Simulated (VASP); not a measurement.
Crystal: CdS (Hawleyite).

```
CELL_PARAMETERS angstrom
0.00000 2.91650 2.91650
2.91650 0.00000 2.91650
2.91650 2.91650 0.00000
ATOMIC_POSITIONS crystal
Cd 0.00000 0.00000 0.00000
S 0.25000 0.25000 0.25000
```

```yaml
Program: VASP 6.6.1
Task: relaxation of cell and atoms
Functional: LDA
Potentials_or_basis: VASP PAW LDA potentials, release 64 (Cd, S)
Cutoff: 600 eV
k_mesh: 8 × 8 × 8
Occupations: fermi-dirac, width 0.02 eV
Spin: no spin polarisation
```

At the start: pressure -2.0 GPa; volume 24.81 Å³/atom.

Question: How do energy, volume and symmetry change on relaxing?

Answer: Over 3 steps the energy falls by 5.1 meV/atom and the volume is 24.02 Å³/atom (-3.2 %); space group F-43m (No. 216, to 0.05 Å).

Step by step:
```
step  energy change (eV)  largest force (eV/Å)  pressure (GPa)  volume (Å³)
   1              0.0000                0.0000           -2.02        49.62
   2             -0.0083                0.0000            0.91        47.41
   3             -0.0102                0.0000           -0.02        48.04
```

Final structure:
```
Cd S
1.0
     0.00000    2.88539    2.88539
     2.88539    0.00000    2.88539
     2.88539    2.88539    0.00000
Cd S
1 1
Cartesian
  0.0000 0.0000 0.0000
  1.4427 1.4427 1.4427
```
